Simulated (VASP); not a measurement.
# Cu (P6_3/mmc) in VASP: a series of runs, part 3 of 3

VASP 6.6.1. Earlier steps stand in the parts before.

## (4) Single point, LDA

INCAR reads:

```
  PREC = Accurate
  ENCUT = 600
  EDIFF = 1E-6
  ISMEAR = -1
  SIGMA = 0.036
  LREAL = F
  LASPH = T
  NELM = 120
  ALGO = Normal
  ISIF = 2
  LWAVE = F
  LCHARG = F
  NBANDS = 18
  GGA_COMPAT = F
```

KPOINTS reads:

```
regular mesh
0
Gamma
  3 3 1
```

POSCAR reads:

```
Cu
1.0
    2.5340966698      0.0000000000      0.0000000000
   -1.2670483349      2.1945920917      0.0000000000
    0.0000000000      0.0000000000      4.1125710000
Cu
2
Direct
    0.3333333333      0.6666666667      0.2500000000
    0.6666666667      0.3333333333      0.7500000000
```

Potentials or basis: VASP PAW LDA potentials, release 64 (Cu).

Run with:

```bash
$ cat potpaw_LDA.64/Cu/POTCAR > POTCAR
$ mpirun -np 1 vasp_std > vasp.out
```

OUTCAR:

```text
PREC = Accurate
   ENCUT = 600
   EDIFF = 1E-6
   ISMEAR = -1
   LREAL = F
   LASPH = T
   NELM = 120
   ISIF = 2

 ion  position               nearest neighbor table
   1  0.333  0.667  0.250-   2 2.52   2 2.52   2 2.52   2 2.52   2 2.52   2 2.52
   2  0.667  0.333  0.750-   1 2.52   1 2.52   1 2.52   1 2.52   1 2.52   1 2.52

  LATTYP: Found a hexagonal cell.
 ALAT       =     2.5340966698
 C/A-ratio  =     1.6228942838

  Lattice vectors:

 A1 = (   2.5340966698,   0.0000000000,   0.0000000000)
 A2 = (  -1.2670483349,   2.1945920917,   0.0000000000)
 A3 = (   0.0000000000,   0.0000000000,   4.1125710000)

Analysis of symmetry for initial positions (statically):
=====================================================================
 Subroutine PRICEL returns:
 Original cell was already a primitive cell.

 Routine SETGRP: Setting up the symmetry group for a
 hexagonal supercell.

 Subroutine GETGRP returns: Found 24 space group operations
 (whereof 12 operations were pure point group operations)
 out of a pool of 24 trial point group operations.

The static configuration has the point symmetry D_3d.
 The point group associated with its full space group is D_6h.

Analysis of symmetry for dynamics (positions and initial velocities):
=====================================================================
 Subroutine PRICEL returns:
 Original cell was already a primitive cell.

 Routine SETGRP: Setting up the symmetry group for a
 hexagonal supercell.

 Subroutine GETGRP returns: Found 24 space group operations
 (whereof 12 operations were pure point group operations)
 out of a pool of 24 trial point group operations.

The dynamic configuration has the point symmetry D_3d.
 The point group associated with its full space group is D_6h.

 Subroutine INISYM returns: Found 24 space group operations
 (whereof 12 operations are pure point group operations),
 and found     1 'primitive' translations

----------------------------------------------------------------------------------------

                                     Primitive cell

  volume of cell :      22.8713

  direct lattice vectors                    reciprocal lattice vectors
     2.534096670  0.000000000  0.000000000     0.394617937  0.227832772  0.000000000
    -1.267048335  2.194592092  0.000000000     0.000000000  0.455665544  0.000000000
     0.000000000  0.000000000  4.112571000     0.000000000  0.000000000  0.243156896

  length of vectors
     2.534096670  2.534096670  4.112571000     0.455665544  0.455665544  0.243156896

  position of ions in fractional coordinates (direct lattice)
     0.333333333  0.666666667  0.250000000
     0.666666667  0.333333333  0.750000000

  ion indices of the primitive-cell ions
   primitive index   ion index
                 1           1
                 2           2

----------------------------------------------------------------------------------------

 KPOINTS: regular mesh

Automatic generation of k-mesh.
 Grid dimensions read from file:
 generate k-points for:    3    3    1

 Generating k-lattice:

  Cartesian coordinates                     Fractional coordinates (reciprocal lattice)
     0.131539312  0.075944257  0.000000000     0.333333333 -0.000000000  0.000000000
     0.000000000  0.151888515  0.000000000     0.000000000  0.333333333  0.000000000
     0.000000000  0.000000000  0.243156896     0.000000000  0.000000000  1.000000000

  Length of vectors
     0.151888515  0.151888515  0.243156896

  Shift w.r.t. Gamma in fractional coordinates (k-lattice)
     0.000000000  0.000000000  0.000000000

 Subroutine IBZKPT returns following result:
 ===========================================

 Found      3 irreducible k-points:

 Following reciprocal coordinates:
            Coordinates               Weight
  0.000000  0.000000  0.000000      1.000000
  0.333333 -0.000000  0.000000      6.000000
  0.333333  0.333333  0.000000      2.000000
   k-points           NKPTS =      3   k-points in BZ     NKDIM =      3   number of bands    NBANDS=     18
   number of dos      NEDOS =    301   number of ions     NIONS =      2
   total plane-waves  NPLWV =  14400
   dimension x,y,z NGX =    20 NGY =   20 NGZ =   36
   dimension x,y,z NGXF=    40 NGYF=   40 NGZF=   72
   ions per type =               2
   NGX,Y,Z   is equivalent  to a cutoff of  13.12, 13.12, 14.55 a.u.
   NGXF,Y,Z  is equivalent  to a cutoff of  26.24, 26.24, 29.11 a.u.
 SYSTEM =  unknown system
   PREC   = accura    normal or accurate (medium, high low for compatibility)
   ISTART =      0    job   : 0-new  1-cont  2-samecut
   ICHARG =      2    charge: 1-file 2-atom 10-const
   ISPIN  =      1    spin polarized calculation?
   LNONCOLLINEAR =      F non collinear calculations
   LSORBIT =      F    spin-orbit coupling
   LASPH  =      T    aspherical Exc in radial PAW
   ENCUT  =  600.0 eV  44.10 Ry    6.64 a.u.   5.06  5.06  8.21*2*pi/ulx,y,z
   NELM   =    120;   NELMIN=  2; NELMDL= -5     # of ELM steps
   EDIFF  = 0.1E-05   stopping-criterion for ELM
   LREAL  =      F    real-space projection
   EDIFFG = 0.1E-04   stopping-criterion for IOM
   NSW    =      0    number of steps for IOM
   IBRION =     -1    ionic relax: 0-MD 1-quasi-New 2-CG
   NFREE  =      0    steps in history (QN), initial steepest desc. (CG)
   ISIF   =      2    stress and relaxation
   ISYM   =      2    0-nonsym 1-usesym 2-fastsym
   POTIM  = 0.5000    time-step for ionic-motion
   TEBEG  =    0.0;   TEEND  =   0.0 temperature during run
   PSTRESS=    0.0 pullay stress
   NELECT =      22.0000    total number of electrons
   NUPDOWN=      -1.0000    fix difference up-down
   EMIN   =  10.00;   EMAX   =-10.00  energy-range for DOS
   EFERMI =   0.00;   METHOD = LEGACY
   ISMEAR =    -1;   SIGMA  =   0.04  broadening in eV -4-tet -1-fermi 0-gaus
   EFERMI_NEDOS =   21; number of points for ismear=-14 and -15
   IALGO  =     38    algorithm
   IMIX   =      4    mixing-type and parameters
     AMIX     =   0.40;   BMIX     =  1.00
     AMIX_MAG =   1.60;   BMIX_MAG =  1.00
  volume/ion in A,a.u.               =      11.44        77.17
  Fermi-wavevector in a.u.,A,eV,Ry     =   1.616041  3.053874 35.532800  2.611587
  Thomas-Fermi vector in A             =   2.710691
   LORBIT       =      0    0 simple, 1 ext, 2 COOP (PROOUT), +10 PAW based schemes
   GGA     = CA    functional components
   LHFCALC =     F    Hartree Fock is set to
   AEXX    =    0.0000 exact exchange contribution
   IVDW    =     0    specifies the selected vdW correction
   LEPSILON=     F    determine dielectric tensor
   LRPA    =     F    only Hartree local field effects (RPA)
 non-spin polarized calculation
  energy-cutoff  :      600.00
  volume of cell :       22.87
 maximum number of plane-waves:       765
   NGX = 11   NGY = 11   NGZ = 17

 number of electron      21.9999991 magnetization

 Free energy of the ion-electron system (eV)
  ---------------------------------------------------
  ext. energy  EPLUGINS =         0.00000000
  ---------------------------------------------------
  free energy    TOTEN  =        -9.40839283 eV

  energy without entropy =       -9.39728191  energy(sigma->0) =       -9.40283737

 E-fermi :  10.8521     XC(G=0): -13.2857

 val. band max:        6.7001708652   @ k =   0.0000   0.0000   0.0000
 cond. band min:      10.8521241208   @ k =   0.3333   0.3333   0.0000
 fundamental gap:      4.1519532557
 Fermi energy:        10.8521068583

 k-point     1 :       0.0000    0.0000    0.0000
  band No.  band energies     occupation
      1      -1.8531      2.00000
      2       2.4740      2.00000
      3       4.6111      2.00000
      4       4.7951      2.00000
      5       4.7951      2.00000
      6       5.0220      2.00000
      7       5.0220      2.00000
      8       5.2158      2.00000
      9       5.2158      2.00000
     10       6.0320      2.00000
     11       6.0320      2.00000
     12       6.7002      2.00000
     13      11.7525      0.00000
     14      29.3980      0.00000
     15      29.7006      0.00000
     16      29.7006      0.00000
     17      31.5125      0.00000
     18      31.5127      0.00000

 k-point     2 :       0.3333   -0.0000    0.0000
  band No.  band energies     occupation
      1       1.3539      2.00000
      2       3.2988      2.00000
      3       3.5704      2.00000
      4       4.2503      2.00000
      5       4.7385      2.00000
      6       4.7691      2.00000
      7       4.8756      2.00000
      8       5.8402      2.00000
      9       5.8579      2.00000
     10       5.9396      2.00000
     11       6.1680      2.00000
     12      12.4267      0.00000
     13      12.8470      0.00000
     14      15.2072      0.00000
     15      22.2110      0.00000
     16      23.0335      0.00000
     17      23.6002      0.00000
     18      27.5555      0.00000

 k-point     3 :       0.3333    0.3333    0.0000
  band No.  band energies     occupation
      1       3.4364      2.00000
      2       3.5699      2.00000
      3       3.5699      2.00000
      4       3.9151      2.00000
      5       4.4964      2.00000
      6       4.4964      2.00000
      7       5.2833      2.00000
      8       5.9325      2.00000
      9       5.9325      2.00000
     10       6.0304      2.00000
     11      10.8521      0.99976
     12      11.2021      0.00012
     13      11.2021      0.00012
     14      18.2873      0.00000
     15      18.8337      0.00000
     16      18.8337      0.00000
     17      20.9659      0.00000
     18      20.9659      0.00000

------------------------ aborting loop because EDIFF is reached ----------------------------------------

  FORCE on cell =-STRESS in cart. coord.  units (eV):
  Direction    XX          YY          ZZ          XY          YZ          ZX
  --------------------------------------------------------------------------------------
  -------------------------------------------------------------------------------------
  Total       -0.9096013     -0.9096013     -2.5167603      0.0000000      0.0000000      0.0000000
  in kB      -63.7193370    -63.7193370   -176.3039472      0.0000000      0.0000000      0.0000000
  external PRESSURE =    -101.2475404 kB  Pullay stress =       0.0000000 kB

 VOLUME and BASIS-vectors are now :
 -----------------------------------------------------------------------------
  energy-cutoff  :      600.00
  volume of cell :       22.87
      direct lattice vectors                 reciprocal lattice vectors
     2.534096670  0.000000000  0.000000000     0.394617937  0.227832772  0.000000000
    -1.267048335  2.194592092  0.000000000     0.000000000  0.455665544  0.000000000
     0.000000000  0.000000000  4.112571000     0.000000000  0.000000000  0.243156896

 POSITION                                       TOTAL-FORCE (eV/Angst)
 -----------------------------------------------------------------------------------
     -0.00000      1.46306      1.02814        -0.000000      0.000000      0.000000
      1.26705      0.73153      3.08443         0.000000      0.000000      0.000000
 -----------------------------------------------------------------------------------
    total drift:                               -0.000000      0.000000     -0.000000

  FREE ENERGIE OF THE ION-ELECTRON SYSTEM (eV)
  ---------------------------------------------------
  free  energy   TOTEN  =        -9.4083928282 eV

  energy  without entropy=       -9.3972819081  energy(sigma->0) =       -9.40283737
```

It took 3.9 s on 1 thread of Intel Xeon Platinum 8375C at 2.90GHz (Ice Lake), shared host; peak memory 0.12 GiB.

What came out:

```yaml
Free_energy: -9.4084 eV
Pressure: -10.1 GPa
Band_gap_on_the_k_mesh: zero (band 11 reaches 10.85 eV, above the bottom of band 12 at 6.70 eV)
```

Stress tensor (GPa, compression positive):
```
 -6.37   0.00   0.00
  0.00  -6.37   0.00
  0.00   0.00 -17.63
```

Levels at points of the mesh, in eV from the Fermi level:
| k point | band 7 | band 8 | band 9 | band 10 | band 11 | band 12 | band 13 | band 14 | band 15 | band 16 |
| --- | --- | --- | --- | --- | --- | --- | --- | --- | --- | --- |
| (0.00, 0.00, 0.00) | -5.83 | -5.64 | -5.64 | -4.82 | -4.82 | -4.15 | 0.90 | 18.55 | 18.85 | 18.85 |

Caveat: the k points lie up to 1.53 Å⁻¹ apart.

## (5) Single point, PBE

INCAR reads:

```
PREC     = Accurate       # precision mode
ENCUT    = 600            # plane-wave cutoff, eV
EDIFF    = 1E-6           # SCF threshold, eV
ISMEAR   = 0              # smearing method
SIGMA    = 0.1            # smearing width, eV
LREAL    = F              # projectors in reciprocal space
LASPH    = T              # aspherical terms in the spheres
NELM     = 120            # most SCF steps
ALGO     = Normal         # electronic algorithm
ISIF     = 2              # what is computed and relaxed
LWAVE    = F              # write WAVECAR
LCHARG   = F              # write CHGCAR
GGA      = PE             # functional
NBANDS   = 18             # bands
ISYM     = 0            
GGA_COMPAT= F
```

KPOINTS reads:

```
Automatic mesh
0
Gamma
  3 3 1
  0.5 0.5 0.5
```

POSCAR is that of step 4.

Potentials or basis: VASP PAW PBE potentials, release 64 (Cu).

Run with:

```bash
$ cat potpaw_PBE.64/Cu/POTCAR > POTCAR
$ mpirun -np 1 vasp_std > vasp.out
```

OUTCAR:

```text
PREC = Accurate
   ENCUT = 600
   EDIFF = 1E-6
   ISMEAR = 0
   LREAL = F
   LASPH = T
   NELM = 120
   ISIF = 2
   GGA = PE
   ISYM = 0

 ion  position               nearest neighbor table
   1  0.333  0.667  0.250-   2 2.52   2 2.52   2 2.52   2 2.52   2 2.52   2 2.52
   2  0.667  0.333  0.750-   1 2.52   1 2.52   1 2.52   1 2.52   1 2.52   1 2.52

IMPORTANT INFORMATION: All symmetrisations will be switched off!
NOSYMM: (Re-)initialisation of all symmetry stuff for point group C_1.

----------------------------------------------------------------------------------------

                                     Primitive cell

  volume of cell :      22.8713

  direct lattice vectors                    reciprocal lattice vectors
     2.534096670  0.000000000  0.000000000     0.394617937  0.227832772  0.000000000
    -1.267048335  2.194592092  0.000000000     0.000000000  0.455665544  0.000000000
     0.000000000  0.000000000  4.112571000     0.000000000  0.000000000  0.243156896

  length of vectors
     2.534096670  2.534096670  4.112571000     0.455665544  0.455665544  0.243156896

[... 115 lines left out ...]

  energy without entropy =       -7.01374296  energy(sigma->0) =       -7.02001176

 E-fermi :   8.4293     XC(G=0): -12.9177

 val. band max:        8.4292917201   @ k =   0.5000   0.5000   0.5000
 cond. band min:       8.4292928207   @ k =   0.0000   0.5000   0.5000
 fundamental gap:      0.0000011005
 Fermi energy:         8.4292920843

 k-point     1 :       0.1667    0.1667    0.5000
  band No.  band energies     occupation
      1       2.5341      2.00000
      2       2.5342      2.00000
      3       4.2017      2.00000
      4       4.2018      2.00000
      5       4.6263      2.00000
      6       4.6264      2.00000
[... 292 lines left out ...]
      5       5.5278      2.00000
      6       5.5279      2.00000
[... 10 lines left out ...]
     17      26.0111      0.00000
     18      26.0111      0.00000

------------------------ aborting loop because EDIFF is reached ----------------------------------------

  FORCE on cell =-STRESS in cart. coord.  units (eV):
  Direction    XX          YY          ZZ          XY          YZ          ZX
  --------------------------------------------------------------------------------------
  -------------------------------------------------------------------------------------
  Total        0.5972309      0.5971988      3.2853811     -0.0000192      0.0000152      0.0000015
  in kB       41.8371867     41.8349369    230.1473305     -0.0013437      0.0010681      0.0001022
  external PRESSURE =     104.6064847 kB  Pullay stress =       0.0000000 kB

 VOLUME and BASIS-vectors are now :
 -----------------------------------------------------------------------------
  energy-cutoff  :      600.00
  volume of cell :       22.87
      direct lattice vectors                 reciprocal lattice vectors
     2.534096670  0.000000000  0.000000000     0.394617937  0.227832772  0.000000000
    -1.267048335  2.194592092  0.000000000     0.000000000  0.455665544  0.000000000
     0.000000000  0.000000000  4.112571000     0.000000000  0.000000000  0.243156896

 POSITION                                       TOTAL-FORCE (eV/Angst)
 -----------------------------------------------------------------------------------
     -0.00000      1.46306      1.02814         0.000003      0.000002     -0.000006
      1.26705      0.73153      3.08443        -0.000003     -0.000002      0.000006
 -----------------------------------------------------------------------------------
    total drift:                               -0.000007      0.000015     -0.000006

  FREE ENERGIE OF THE ION-ELECTRON SYSTEM (eV)
  ---------------------------------------------------
  free  energy   TOTEN  =        -7.0262805729 eV

  energy  without entropy=       -7.0137429566  energy(sigma->0) =       -7.02001176
```

stdout:

```text
POSCAR found type information on POSCAR Cu
 POSCAR found :  1 types and       2 ions
 scaLAPACK will be used
 LDA part: xc-table for (Slater+PW92), standard interpolation
 POSCAR, INCAR and KPOINTS ok, starting setup
 FFT: planning ... GRIDC
 FFT: planning ... GRID_SOFT
 FFT: planning ... GRID
 WAVECAR not read
 entering main loop
```

It took 12 s on 1 thread of Intel Xeon Platinum 8375C at 2.90GHz (Ice Lake), shared host; peak memory 0.14 GiB.

Results:

```yaml
Free_energy: -7.0263 eV
Pressure: 10.5 GPa
Band_gap_on_the_k_mesh: zero (band 11 reaches 8.80 eV, above the bottom of band 12 at 6.23 eV)
```

Caveat: the k points lie up to 1.53 Å⁻¹ apart.

## (6) Single point, PBE

INCAR reads:

```
PREC = Accurate ; ENCUT = 600
EDIFF = 1E-6 ; ISMEAR = 0
SIGMA = 0.1 ; LREAL = False
LASPH = True ; NELM = 120
ALGO = Normal ; ISIF = 2
LWAVE = False ; LCHARG = True
GGA = PE ; LELF = True
LVHAR = True ; NBANDS = 18
GGA_COMPAT = False
```

KPOINTS reads:

```
regular mesh
0
Gamma
  3 3 2
```

POSCAR is that of step 5.

Potentials or basis: VASP PAW PBE potentials, release 64 (Cu).

Run with:

```bash
$ cat potpaw_PBE.64/Cu/POTCAR > POTCAR
$ mpirun -np 1 vasp_std > vasp.out
```

Wall time 7.8 s (1 thread of Intel Xeon Platinum 8375C at 2.90GHz (Ice Lake), shared host); peak memory 0.13 GiB.

The run converged. Its results:

* Free energy: -7.6525 eV
* Pressure: 6.8 GPa
* Band gap on the k mesh: zero (band 11 reaches 12.09 eV, above the bottom of band 12 at 5.97 eV)

Levels at points of the mesh, in eV from the Fermi level:
```tsv
k point	band 8	band 9	band 10	band 11	band 12	band 13	band 14	band 15
(0.00, 0.00, 0.00)	-1.49	-1.49	-0.69	-0.69	0.06	5.11	22.65	23.20
(0.00, 0.00, 0.50)	-1.99	-0.91	-0.91	-0.91	-0.91	13.99	13.99	23.36
```

Caveat: the k points lie up to 0.95 Å⁻¹ apart.

## (7) The runs side by side

```csv
level,potentials or basis,k mesh,cutoff (eV),smearing,gap on the mesh (eV),pressure (GPa)
revPBE,"VASP PAW PBE potentials, release 64 (Cu)",6 × 6 × 4,520,gaussian 0.1 eV,none,11.9
PBE,"VASP PAW PBE potentials, release 64 (Cu)",6 × 6 × 4,520,methfessel-paxton 0.002 eV,none,9.0
LDA,"VASP PAW LDA potentials, release 64 (Cu)",3 × 3 × 1,600,fermi-dirac 0.036 eV,none,-10.1
PBE,"VASP PAW PBE potentials, release 64 (Cu)","3 × 3 × 1, shifted",600,gaussian 0.1 eV,none,10.5
PBE,"VASP PAW PBE potentials, release 64 (Cu)",3 × 3 × 2,600,gaussian 0.1 eV,none,6.8
```

Alike in all rows: task single point; no spin polarisation; cell as given.

Caveats: all runs use coarse meshes; the PAW data sets were made with another functional, which shifts forces and pressure a little (some runs).

Absolute energies hang on the potentials; compare differences alone.
